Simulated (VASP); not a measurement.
Wanted: the native input for a VASP 6.6.1 run.

| Property | Result |
| --- | --- |
| Task | single point |
| Functional | PBE |
| Dispersion | D3(BJ) |
| Potentials or basis | VASP PAW PBE potentials, release 64 (C) |
| Cutoff | 520 eV |
| k mesh | 15 × 15 × 1 |
| Occupations | gaussian, width 0.1 eV |
| Spin | no spin polarisation |
| Dipole correction | yes |
| Further INCAR settings | ALGO = Normal; EDIFF = 1e-07; NBANDS = 16 |

The structure of C lies in POSCAR:

```
C
1.0
    2.4656524413      0.0000000000      0.0000000000
   -1.2328262206      2.1353176511      0.0000000000
    0.0000000000      0.0000000000     17.5000663888
C
4
Direct
    0.6666666667      0.3333333333      0.2571437785
    0.3333333333      0.6666666667      0.2571418816
    1.0000000000      1.0000000000      0.4462878149
    0.6666666667      1.3333333333      0.4462859181
```

This cell differs from its parent crystal: layers slid over each other.

The input as run:

INCAR

```
ALGO     = Normal         # electronic algorithm
DIPOL    = 0.5 0.5 0.352
EDIFF    = 1E-7           # SCF threshold, eV
ENCUT    = 520            # plane-wave cutoff, eV
GGA      = PE             # functional
IDIPOL   = 3            
ISIF     = 2              # what is computed and relaxed
ISMEAR   = 0              # smearing method
IVDW     = 12             # dispersion correction
LASPH    = T              # aspherical terms in the spheres
LCHARG   = F              # write CHGCAR
LDIPOL   = T            
LREAL    = F              # projectors in reciprocal space
LWAVE    = F              # write WAVECAR
NBANDS   = 16             # bands
NELM     = 60             # most SCF steps
PREC     = Accurate       # precision mode
SIGMA    = 0.1            # smearing width, eV
```

KPOINTS

```
k-points
0
Gamma
  15 15 1
```

Potentials or basis: VASP PAW PBE potentials, release 64 (C).

Run with:

```console
$ cat potpaw_PBE.64/C/POTCAR > POTCAR
$ mpirun -np 1 vasp_std > vasp.out
```

Results of the run:

```yaml
Largest_force: 0.027 eV/Å
Band_gap_on_the_k_mesh: zero (filled and empty bands touch)
Dispersion_energy_per_atom: -0.121 eV
```

Caveat: the cell differs from its parent crystal (layers slid over each other).

Run time: 23 s on 1 thread of AMD EPYC 9R45 96-Core Processor (Zen 5) (shared host), peak memory 0.18 GiB.
